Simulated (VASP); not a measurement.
# Hg: single point with PBEsol

Crystal: Hg.

```
Hg
1.0
    -1.45903    1.45903    1.45903
     1.45903   -1.45903    1.45903
     1.45903    1.45903   -1.45903
Hg
1
Direct
  0.00000 0.00000 0.00000
```

* Program: VASP 6.6.1
* Task: single point
* Functional: PBEsol
* Potentials or basis: VASP PAW PBE potentials, release 64 (Hg)
* Cutoff: 520 eV
* k mesh: 15 × 15 × 15
* Occupations: fermi-dirac, width 0.08 eV
* Spin: no spin polarisation

The pressure is 218.4 GPa and the band gap on the k mesh is zero (bands 6 and 7 overlap by 2.23 eV).

Levels at points of the mesh, in eV from the Fermi level:
```csv
k point,band 3,band 4,band 5,band 6,band 7,band 8,band 9,band 10
"(0.00, 0.00, 0.00)",-12.59,-12.59,-9.77,-9.77,14.53,14.53,14.53,24.48
```

It took 24 s on 1 thread of Intel Xeon 8259CL, with other jobs on the host, peak memory 0.14 GiB.

Caveat: the cell stands under pressure; the PAW data sets were made with another functional, which shifts forces and pressure a little; spin-orbit coupling is left out, which moves the levels of the heavy elements.
